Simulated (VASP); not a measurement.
Input of a VASP 6.6.1 run:

INCAR

```
SYSTEM = NbC
PREC = Accurate
ENCUT = 600
EDIFF = 1E-6
ISMEAR = 0
SIGMA = 0.02
LREAL = .FALSE.
LASPH = .TRUE.
NELM = 120
ALGO = Normal
ISIF = 2
LWAVE = .FALSE.
LCHARG = .TRUE.
GGA = PS
LELF = .TRUE.
LVHAR = .TRUE.
NBANDS = 16
GGA_COMPAT = .FALSE.
```

KPOINTS

```
regular mesh
0
G
  9 9 9
  0 0 0
```

File POSCAR:

```
NbC
1.0
    3.1601310000      0.0000000000      0.0000000000
    1.5800655000      2.7367537253      0.0000000000
    1.5800655000      0.9122512418      2.5802361568
Nb C
1 1
Direct
    0.0000000000      0.0000000000      0.0000000000
    0.5000000000      0.5000000000      0.5000000000
```

Potentials or basis: VASP PAW PBE potentials, release 64 (Nb_sv, C).

Launch:

```bash
$ cat potpaw_PBE.64/Nb_sv/POTCAR potpaw_PBE.64/C/POTCAR > POTCAR
$ mpirun -np 1 vasp_std > vasp.out
```

(1) What does it give for the pressure?

Results:

(1) -4.6 GPa.

Caveat: the PAW data sets were made with another functional, which shifts forces and pressure a little.
